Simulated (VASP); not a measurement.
# Te2Mo (P2_1/m) in VASP: notebook

Aim: see how the results for Te2Mo move with the level of theory and the settings. Levels: PBE exchange alone, PBE+D3(BJ), RPBE+D3(BJ), BLYP. Tasks: single point.

All numbers are computed with VASP 6.6.1; they aren't measurements. Logs are shortened: lines on timing, memory, paths and dates and some standing lists are left out, and cuts for length are marked.

### 1 The cell of the first run

Symmetry: P2_1/m, No. 11, monoclinic system. Conventional cell: a = 6.244 Å, b = 3.422 Å, c = 13.673 Å, α = 90.00°, β = 93.92°, γ = 90.00°. Within 3.6 Å of Te (site symmetry m) lie 3 Mo at 2.75 to 2.77 Å and 6 Te at 3.42 to 3.57 Å. Te (site symmetry m) has 3 Mo at 2.66 to 2.67 Å and 2 Te at 3.42 Å within 3.5 Å. Within 3.6 Å of Te (site symmetry m) lie 3 Mo at 2.76 to 2.78 Å and 4 Te at 3.42 to 3.45 Å. Within 3.5 Å of Te (site symmetry m) lie 3 Mo at 2.66 to 2.67 Å and 2 Te at 3.42 Å. Within 3.5 Å of Mo (site symmetry m) lie 6 Te at 2.66 to 2.78 Å and 4 Mo at 2.85 to 3.42 Å. Within 3.5 Å of Mo (site symmetry m) lie 6 Te at 2.66 to 2.77 Å and 4 Mo at 2.86 to 3.42 Å.

### 2 Single point, PBE exchange alone

INCAR

```
SYSTEM = Te2Mo
AGGAC = 0.0 ; ALDAC = 0.0
ALGO = Normal ; EDIFF = 1E-7
ENCUT = 520 ; GGA = PE
ISIF = 2 ; ISMEAR = -1
LASPH = .TRUE. ; LCHARG = .FALSE.
LREAL = .FALSE. ; LWAVE = .FALSE.
NBANDS = 64 ; NELM = 60
PREC = Accurate ; SIGMA = 0.05
```

KPOINTS

```
k-points
0
G
  4 8 2
  0 0 0
```

POSCAR

```
Te2Mo
1.0
    6.2444489722      0.0000000000      0.0000000000
    0.0000000000      3.4221158743      0.0000000000
   -0.9339986171      0.0000000000     13.6407411037
Te Mo
8 4
Direct
    0.9437000000      0.7500000000      0.6045000000
    0.0563000000      0.2500000000      0.3955000000
    0.9030000000      0.2500000000      0.8514000000
    0.0970000000      0.7500000000      0.1486000000
    0.4112000000      0.7500000000      0.8955000000
    0.5888000000      0.2500000000      0.1045000000
    0.4432000000      0.2500000000      0.6484000000
    0.5568000000      0.7500000000      0.3516000000
    0.8167000000      0.7500000000      0.9926000000
    0.1833000000      0.2500000000      0.0074000000
    0.6819000000      0.2500000000      0.4934000000
    0.3181000000      0.7500000000      0.5066000000
```

Potentials or basis: VASP PAW PBE potentials, release 64 (Te, Mo_sv).

Command:

```bash
> cat potpaw_PBE.64/Te/POTCAR potpaw_PBE.64/Mo_sv/POTCAR > POTCAR
> mpirun -np 1 vasp_std > vasp.out
```

OUTCAR:

```text
SYSTEM = Te2Mo
   EDIFF = 1E-7
   ENCUT = 520
   GGA = PE
   ISIF = 2
   ISMEAR = -1
   LASPH = .TRUE.
   LREAL = .FALSE.
   NELM = 60
   PREC = Accurate

 ion  position               nearest neighbor table
   1  0.944  0.750  0.605-  11 2.75  11 2.75  12 2.77   2 3.44   2 3.44   7 3.57   7 3.57   7 3.65
                             7 3.65
   2  0.056  0.250  0.395-  12 2.75  12 2.75  11 2.77   1 3.44   1 3.44   8 3.57   8 3.57   8 3.65
                             8 3.65
   3  0.903  0.250  0.851-   9 2.66   9 2.66  10 2.67   5 3.60   5 3.60   5 3.62   5 3.62
   4  0.097  0.750  0.149-  10 2.66  10 2.66   9 2.67   6 3.60   6 3.60   6 3.62   6 3.62
   5  0.411  0.750  0.895-  10 2.76  10 2.76   9 2.78   6 3.45   6 3.45   3 3.60   3 3.60   3 3.62
                             3 3.62
   6  0.589  0.250  0.105-   9 2.76   9 2.76  10 2.78   5 3.45   5 3.45   4 3.60   4 3.60   4 3.62
                             4 3.62
   7  0.443  0.250  0.648-  12 2.66  12 2.66  11 2.67   1 3.57   1 3.57   1 3.65   1 3.65
   8  0.557  0.750  0.352-  11 2.66  11 2.66  12 2.67   2 3.57   2 3.57   2 3.65   2 3.65
   9  0.817  0.750  0.993-   3 2.66   3 2.66   4 2.67   6 2.76   6 2.76   5 2.78  10 2.85  10 2.85

  10  0.183  0.250  0.007-   4 2.66   4 2.66   3 2.67   5 2.76   5 2.76   6 2.78   9 2.85   9 2.85

  11  0.682  0.250  0.493-   8 2.66   8 2.66   7 2.67   1 2.75   1 2.75   2 2.77  12 2.86  12 2.86

  12  0.318  0.750  0.507-   7 2.66   7 2.66   8 2.67   2 2.75   2 2.75   1 2.77  11 2.86  11 2.86

  LATTYP: Found a simple monoclinic cell.
 ALAT       =     6.2444489722
 B/A-ratio  =     0.5480252765
 C/A-ratio  =     2.1895734597
 COS(beta)  =    -0.0683113066

  Lattice vectors:

 A1 = (   6.2444489722,   0.0000000000,   0.0000000000)
 A2 = (   0.0000000000,   3.4221158743,   0.0000000000)
 A3 = (  -0.9339986171,   0.0000000000,  13.6407411037)

Analysis of symmetry for initial positions (statically):
=====================================================================
 Subroutine PRICEL returns:
 Original cell was already a primitive cell.

 Routine SETGRP: Setting up the symmetry group for a
 simple monoclinic supercell.

 Subroutine GETGRP returns: Found  4 space group operations
 (whereof  2 operations were pure point group operations)
 out of a pool of  4 trial point group operations.

The static configuration has the point symmetry S_2 .
 The point group associated with its full space group is C_2h.

Analysis of symmetry for dynamics (positions and initial velocities):
=====================================================================
 Subroutine PRICEL returns:
 Original cell was already a primitive cell.

 Routine SETGRP: Setting up the symmetry group for a
 simple monoclinic supercell.

 Subroutine GETGRP returns: Found  4 space group operations
 (whereof  2 operations were pure point group operations)
 out of a pool of  4 trial point group operations.

The dynamic configuration has the point symmetry S_2 .
 The point group associated with its full space group is C_2h.

 Subroutine INISYM returns: Found  4 space group operations
 (whereof  2 operations are pure point group operations),
 and found     1 'primitive' translations

----------------------------------------------------------------------------------------

                                     Primitive cell

  volume of cell :     291.4921

  direct lattice vectors                    reciprocal lattice vectors
     6.244448972  0.000000000  0.000000000     0.160142233  0.000000000  0.010965139
     0.000000000  3.422115874  0.000000000     0.000000000  0.292216873  0.000000000
    -0.933998617  0.000000000 13.640741104     0.000000000  0.000000000  0.073309800

  length of vectors
     6.244448972  3.422115874 13.672679740     0.160517192  0.292216873  0.073309800

  position of ions in fractional coordinates (direct lattice)
     0.943700000  0.750000000  0.604500000
     0.056300000  0.250000000  0.395500000
     0.903000000  0.250000000  0.851400000
     0.097000000  0.750000000  0.148600000
     0.411200000  0.750000000  0.895500000
     0.588800000  0.250000000  0.104500000
     0.443200000  0.250000000  0.648400000
     0.556800000  0.750000000  0.351600000
     0.816700000  0.750000000  0.992600000
     0.183300000  0.250000000  0.007400000
[... 27 lines left out ...]

  Cartesian coordinates                     Fractional coordinates (reciprocal lattice)
     0.040035558  0.000000000  0.002741285     0.250000000  0.000000000  0.000000000
     0.000000000  0.036527109  0.000000000     0.000000000  0.125000000  0.000000000
     0.000000000  0.000000000  0.036654900     0.000000000  0.000000000  0.500000000

  Length of vectors
     0.040129298  0.036527109  0.036654900

  Shift w.r.t. Gamma in fractional coordinates (k-lattice)
     0.000000000  0.000000000  0.000000000

 Subroutine IBZKPT returns following result:
 ===========================================

 Found     30 irreducible k-points:

 Following reciprocal coordinates:
            Coordinates               Weight
  0.000000  0.000000  0.000000      1.000000
  0.250000  0.000000  0.000000      2.000000
  0.500000  0.000000  0.000000      1.000000
  0.000000  0.125000  0.000000      2.000000
  0.250000  0.125000  0.000000      4.000000
  0.500000  0.125000  0.000000      2.000000
[... 16 lines left out ...]
  0.250000  0.250000  0.500000      4.000000
  0.500000  0.250000  0.500000      2.000000
 [... further k-points ...]
   k-points           NKPTS =     30   k-points in BZ     NKDIM =     30   number of bands    NBANDS=     64
   number of dos      NEDOS =    301   number of ions     NIONS =     12
   total plane-waves  NPLWV = 145152
   dimension x,y,z NGX =    48 NGY =   28 NGZ =  108
   dimension x,y,z NGXF=    96 NGYF=   56 NGZF=  216
   ions per type =               8   4
   NGX,Y,Z   is equivalent  to a cutoff of  12.78, 13.60, 13.13 a.u.
   NGXF,Y,Z  is equivalent  to a cutoff of  25.56, 27.20, 26.26 a.u.
 SYSTEM =  Te2Mo
   PREC   = accura    normal or accurate (medium, high low for compatibility)
   ISTART =      0    job   : 0-new  1-cont  2-samecut
   ICHARG =      2    charge: 1-file 2-atom 10-const
   ISPIN  =      1    spin polarized calculation?
   LNONCOLLINEAR =      F non collinear calculations
   LSORBIT =      F    spin-orbit coupling
   LASPH  =      T    aspherical Exc in radial PAW
   ENCUT  =  520.0 eV  38.22 Ry    6.18 a.u.  11.61  6.36 25.42*2*pi/ulx,y,z
   NELM   =     60;   NELMIN=  2; NELMDL= -5     # of ELM steps
   EDIFF  = 0.1E-06   stopping-criterion for ELM
   LREAL  =      F    real-space projection
   EDIFFG = 0.1E-05   stopping-criterion for IOM
   NSW    =      0    number of steps for IOM
   IBRION =     -1    ionic relax: 0-MD 1-quasi-New 2-CG
   NFREE  =      0    steps in history (QN), initial steepest desc. (CG)
   ISIF   =      2    stress and relaxation
   ISYM   =      2    0-nonsym 1-usesym 2-fastsym
   POTIM  = 0.5000    time-step for ionic-motion
   TEBEG  =    0.0;   TEEND  =   0.0 temperature during run
   PSTRESS=    0.0 pullay stress
   NELECT =     104.0000    total number of electrons
   NUPDOWN=      -1.0000    fix difference up-down
   EMIN   =  10.00;   EMAX   =-10.00  energy-range for DOS
   EFERMI =   0.00;   METHOD = LEGACY
   ISMEAR =    -1;   SIGMA  =   0.05  broadening in eV -4-tet -1-fermi 0-gaus
   EFERMI_NEDOS =   21; number of points for ismear=-14 and -15
   IALGO  =     38    algorithm
   IMIX   =      4    mixing-type and parameters
     AMIX     =   0.40;   BMIX     =  1.00
     AMIX_MAG =   1.60;   BMIX_MAG =  1.00
  volume/ion in A,a.u.               =      24.29       163.92
  Fermi-wavevector in a.u.,A,eV,Ry     =   1.161120  2.194198 18.343362  1.348199
  Thomas-Fermi vector in A             =   2.297695
   LORBIT       =      0    0 simple, 1 ext, 2 COOP (PROOUT), +10 PAW based schemes
   GGA     = PE    functional components
   LHFCALC =     F    Hartree Fock is set to
   AEXX    =    0.0000 exact exchange contribution
   IVDW    =     0    specifies the selected vdW correction
   LEPSILON=     F    determine dielectric tensor
   LRPA    =     F    only Hartree local field effects (RPA)
 non-spin polarized calculation
  energy-cutoff  :      520.00
  volume of cell :      291.49
 maximum number of plane-waves:      7882
 NGX is ok and might be reduce to    48
   NGX = 23   NGY = 13   NGZ = 51

 number of electron     103.9999998 magnetization

 Free energy of the ion-electron system (eV)
  ---------------------------------------------------
  ext. energy  EPLUGINS =         0.00000000
  ---------------------------------------------------
  free energy    TOTEN  =       -47.58324918 eV

  energy without entropy =      -47.54901409  energy(sigma->0) =      -47.56613164

 E-fermi :  10.3662     XC(G=0):  -8.8738

 val. band max:       10.3554767937   @ k =   0.0000   0.1250   0.0000
 cond. band min:      10.3808818425   @ k =   0.5000   0.0000   0.5000
 fundamental gap:      0.0254050487
 Fermi energy:        10.3662466361

 k-point     1 :       0.0000    0.0000    0.0000
  band No.  band energies     occupation
      1     -50.6422      2.00000
      2     -50.6176      2.00000
      3     -50.5741      2.00000
      4     -50.5478      2.00000
      5     -24.9617      2.00000
      6     -24.9398      2.00000
[... 1597 lines left out ...]
     63      12.7607      0.00000
     64      12.9053      0.00000

 [... further k-points ...]

------------------------ aborting loop because EDIFF is reached ----------------------------------------

  FORCE on cell =-STRESS in cart. coord.  units (eV):
  Direction    XX          YY          ZZ          XY          YZ          ZX
  --------------------------------------------------------------------------------------
  -------------------------------------------------------------------------------------
  Total       40.8756438     40.7431440     39.0475848      0.0000000      0.0000000      0.1386373
  in kB      224.6717096    223.9434289    214.6238403      0.0000000      0.0000000      0.7620155
  external PRESSURE =     221.0796596 kB  Pullay stress =       0.0000000 kB

 VOLUME and BASIS-vectors are now :
 -----------------------------------------------------------------------------
  energy-cutoff  :      520.00
  volume of cell :      291.49
      direct lattice vectors                 reciprocal lattice vectors
     6.244448972  0.000000000  0.000000000     0.160142233  0.000000000  0.010965139
     0.000000000  3.422115874  0.000000000     0.000000000  0.292216873  0.000000000
    -0.933998617  0.000000000 13.640741104     0.000000000  0.000000000  0.073309800

 POSITION                                       TOTAL-FORCE (eV/Angst)
 -----------------------------------------------------------------------------------
      5.32828      2.56659      8.24583         0.156487      0.000000      1.294619
     -0.01783      0.85553      5.39491        -0.156487      0.000000     -1.294619
      4.84353      0.85553     11.61373        -0.030554      0.000000     -1.885599
      0.46692      2.56659      2.02701         0.030554     -0.000000      1.885599
      1.73132      2.56659     12.21528         0.099210     -0.000000     -1.238499
      3.57913      0.85553      1.42546        -0.099210      0.000000      1.238499
      2.16194      0.85553      8.84466        -0.098026     -0.000000      1.837607
      3.14852      2.56659      4.79608         0.098026      0.000000     -1.837607
      4.17275      2.56659     13.53980        -0.259505      0.000000      0.066592
      1.13770      0.85553      0.10094         0.259505      0.000000     -0.066592
      3.79725      0.85553      6.73034         0.126247      0.000000      0.108865
      1.51320      2.56659      6.91040        -0.126247      0.000000     -0.108865
 -----------------------------------------------------------------------------------
    total drift:                               -0.000000      0.000000      0.000000

  FREE ENERGIE OF THE ION-ELECTRON SYSTEM (eV)
  ---------------------------------------------------
  free  energy   TOTEN  =       -47.5832491838 eV

  energy  without entropy=      -47.5490140869  energy(sigma->0) =      -47.56613164
```

Wall time 12 min (1 thread of AMD EPYC 9R14 (Zen 4), shared host); peak memory 0.61 GiB.

Results:

| Property | Result |
| --- | --- |
| Free energy | -47.5832 eV |
| Pressure | 22.1 GPa |
| Largest force | 1.886 eV/Å |
| Band gap on the k mesh | zero (band 52 reaches 10.50 eV, above the bottom of band 53 at 10.28 eV) |

Forces on the atoms (eV/Å):
```
Te   0.156  0.000  1.295
Te  -0.156  0.000 -1.295
Te  -0.031  0.000 -1.886
Te   0.031  0.000  1.886
Te   0.099  0.000 -1.238
Te  -0.099  0.000  1.238
Te  -0.098  0.000  1.838
Te   0.098  0.000 -1.838
Mo  -0.260  0.000  0.067
Mo   0.260  0.000 -0.067
Mo   0.126  0.000  0.109
Mo  -0.126  0.000 -0.109
```

Stress tensor (GPa, compression positive):
```
22.47  0.00  0.08
 0.00 22.39  0.00
 0.08  0.00 21.46
```

Caveat: spin-orbit coupling is left out, which moves the levels of the heavy elements; forces of over 1 eV/Å act on the atoms, so gaps and moduli don't describe the material at rest.

### 3 Single point, PBE+D3(BJ)

This run uses another cell than the first one, of 24.80 Å³/atom, 1.021 times its volume.

INCAR

```
PREC = Accurate
ENCUT = 520
EDIFF = 1E-6
ISMEAR = -1
SIGMA = 0.05
LREAL = F
LASPH = T
NELM = 100
ALGO = Normal
ISIF = 2
LWAVE = F
LCHARG = T
GGA = PE
IVDW = 12
LELF = T
LVHAR = T
NBANDS = 64
```

KPOINTS

```
regular mesh
0
Gamma
  4 8 2
```

Changes to POSCAR since step 2:

```diff
@@ -2,5 +2,5 @@
 1.0
-    6.2444489722      0.0000000000      0.0000000000
-    0.0000000000      3.4221158743      0.0000000000
-   -0.9339986171      0.0000000000     13.6407411037
+    6.2875154984      0.0000000000      0.0000000000
+    0.0000000000      3.4457174193      0.0000000000
+   -0.9404401904      0.0000000000     13.7348181532
 Te Mo
```

Potentials or basis: VASP PAW PBE potentials, release 64 (Te, Mo_sv).

Command:

```bash
> cat potpaw_PBE.64/Te/POTCAR potpaw_PBE.64/Mo_sv/POTCAR > POTCAR
> mpirun -np 1 vasp_std > vasp.out
```

Run time: 23 min. Hardware: 1 thread of Oxide Virtual Turin-like, shared host; peak memory 0.61 GiB.

The run converged. Its results:

```
Free energy                : -78.1488 eV
Pressure                   : 1.3 GPa
Largest force              : 0.475 eV/Å
Band gap on the k mesh     : zero (band 52 reaches 8.64 eV, above the bottom of band 53 at 8.42 eV)
Dispersion energy per atom : -0.540 eV
```

Forces on the atoms (eV/Å):
```
Te   0.098  0.000  0.254
Te  -0.098  0.000 -0.254
Te  -0.005  0.000 -0.475
Te   0.005  0.000  0.475
Te   0.076  0.000 -0.210
Te  -0.076  0.000  0.210
Te  -0.024  0.000  0.432
Te   0.024  0.000 -0.432
Mo  -0.007  0.000  0.052
Mo   0.007  0.000 -0.052
Mo  -0.096  0.000  0.074
Mo   0.096  0.000 -0.074
```

Stress tensor (GPa, compression positive):
```
1.58 0.00 0.08
0.00 1.01 0.00
0.08 0.00 1.18
```

Levels at points of the mesh, in eV from the Fermi level:
| k point | band 48 | band 49 | band 50 | band 51 | band 52 | band 53 | band 54 | band 55 | band 56 | band 57 |
| --- | --- | --- | --- | --- | --- | --- | --- | --- | --- | --- |
| (0.00, 0.00, 0.00) | -0.50 | -0.44 | -0.12 | 0.10 | 0.13 | 0.43 | 0.69 | 0.93 | 1.03 | 1.11 |
| (0.50, 0.00, 0.00) | -0.93 | -0.90 | -0.85 | -0.65 | -0.56 | -0.10 | -0.03 | 0.93 | 0.95 | 1.47 |
| (0.00, 0.50, 0.00) | -1.78 | -1.55 | -1.55 | -1.49 | -1.49 | 1.03 | 1.03 | 1.19 | 1.19 | 1.27 |
| (0.50, 0.50, 0.00) | -1.85 | -1.09 | -1.09 | -1.00 | -1.00 | 1.03 | 1.03 | 1.10 | 1.10 | 1.77 |
| (0.00, 0.00, 0.50) | -0.66 | -0.06 | -0.01 | -0.01 | -0.01 | 0.45 | 0.57 | 0.95 | 1.01 | 1.51 |
| (0.50, 0.00, 0.50) | -0.92 | -0.91 | -0.84 | -0.66 | -0.41 | -0.05 | 0.01 | 0.89 | 0.98 | 1.37 |
| (0.00, 0.50, 0.50) | -1.78 | -1.60 | -1.60 | -1.50 | -1.50 | 1.01 | 1.01 | 1.18 | 1.18 | 1.30 |
| (0.50, 0.50, 0.50) | -1.84 | -1.09 | -1.09 | -1.00 | -1.00 | 1.05 | 1.05 | 1.07 | 1.07 | 1.68 |

Caveat: spin-orbit coupling is left out, which moves the levels of the heavy elements; pairwise dispersion overbinds metals, which lowers pressure and volume.

### 4 Single point, RPBE+D3(BJ)

This run uses another cell than the first one, of 24.80 Å³/atom, 1.021 times its volume.

INCAR

```
SYSTEM = Te2Mo
PREC     = Accurate       ! precision mode
ENCUT    = 520            ! plane-wave cutoff, eV
EDIFF    = 1E-6           ! SCF threshold, eV
ISMEAR   = -1             ! smearing method
SIGMA    = 0.05           ! smearing width, eV
LREAL    = .FALSE.        ! projectors in reciprocal space
LASPH    = .TRUE.         ! aspherical terms in the spheres
NELM     = 60             ! most SCF steps
ALGO     = Normal         ! electronic algorithm
ISIF     = 2              ! what is computed and relaxed
LWAVE    = .FALSE.        ! write WAVECAR
LCHARG   = .FALSE.        ! write CHGCAR
GGA      = RP             ! functional
IVDW     = 12             ! dispersion correction
NBANDS   = 64             ! bands
```

KPOINTS

```
regular mesh
0
G
  4 8 2
  0 0 0
```

POSCAR is that of step 3.

Command:

```bash
> cat potpaw_PBE.64/Te/POTCAR potpaw_PBE.64/Mo_sv/POTCAR > POTCAR
> mpirun -np 1 vasp_std > vasp.out
```

It took 24 min on 1 thread of Oxide Virtual Turin-like, shared host; peak memory 0.61 GiB.

It converged, with:

```yaml
Free_energy: -99.1384 eV
Pressure: -16.2 GPa
Largest_force: 0.739 eV/Å
Band_gap_on_the_k_mesh: zero (band 52 reaches 8.74 eV, above the bottom of band 53 at 8.52 eV)
Dispersion_energy_per_atom: -2.742 eV
```

Forces on the atoms (eV/Å):
```
Te   0.109  0.000 -0.691
Te  -0.109  0.000  0.691
Te  -0.043  0.000  0.305
Te   0.043  0.000 -0.305
Te   0.129  0.000  0.727
Te  -0.129  0.000 -0.727
Te   0.022  0.000 -0.352
Te  -0.022  0.000  0.352
Mo   0.169  0.000  0.120
Mo  -0.169  0.000 -0.120
Mo  -0.274  0.000  0.138
Mo   0.274  0.000 -0.138
```

Stress tensor (GPa, compression positive):
```
-16.58   0.00   0.07
  0.00 -18.80   0.00
  0.07   0.00 -13.20
```

Levels at points of the mesh, in eV from the Fermi level:
```csv
k point,band 50,band 51,band 52,band 53,band 54,band 55
"(0.00, 0.00, 0.00)",-0.12,0.10,0.13,0.44,0.69,0.93
"(0.50, 0.00, 0.00)",-0.85,-0.66,-0.57,-0.09,-0.03,0.93
"(0.00, 0.50, 0.00)",-1.56,-1.49,-1.49,1.04,1.04,1.20
"(0.50, 0.50, 0.00)",-1.10,-1.01,-1.01,1.04,1.04,1.11
"(0.00, 0.00, 0.50)",-0.02,-0.01,-0.01,0.45,0.57,0.95
"(0.50, 0.00, 0.50)",-0.84,-0.66,-0.41,-0.05,0.01,0.89
"(0.00, 0.50, 0.50)",-1.61,-1.51,-1.51,1.02,1.02,1.19
"(0.50, 0.50, 0.50)",-1.09,-1.00,-1.00,1.05,1.05,1.08
```

Caveat: the PAW data sets were made with another functional, which shifts forces and pressure a little; spin-orbit coupling is left out, which moves the levels of the heavy elements; pairwise dispersion overbinds metals, which lowers pressure and volume.

[end of part 1 of 2]
